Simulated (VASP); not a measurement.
Crystal: C.

```
C
1.0
     0.00000    1.78340    1.78340
     1.78340    0.00000    1.78340
     1.78340    1.78340    0.00000
C
2
Direct
  0.50000 0.50000 0.50000
  0.75000 0.75000 0.75000
```

Base run:

| Quantity | Value |
| --- | --- |
| Program | VASP 6.6.1 |
| Functional | LDA |
| Potentials or basis | VASP PAW LDA potentials, release 64 (C) |
| Cutoff | 520 eV |
| k mesh | 8 × 8 × 8 |
| Occupations | gaussian, width 0.1 eV |
| Spin | no spin polarisation |

Its results: band gap on the k mesh 4.10 eV, indirect (least direct gap 5.54 eV); pressure -11.7 GPa.

Problem. The run is repeated on the same cell with these changes: potentials or basis from VASP PAW LDA potentials, release 64 (C) to VASP PAW LDA potentials, release 64 (C_h); cutoff from 520 eV to 910 eV; further incar settings from ALGO = Normal; EDIFF = 1e-07; NBANDS = 11 to ALGO = Normal; EDIFF = 1e-06; NBANDS = 11. What comes out?

Solution. Band gap on the k mesh 4.10 eV, indirect (least direct gap 5.54 eV); pressure -12.5 GPa.

Caveats: the cutoff is under 1.25 times the usual one of these potentials, so pressure, stress and relaxed cells hold a basis-set (Pulay) error (some runs).

A k mesh can miss the band edges.
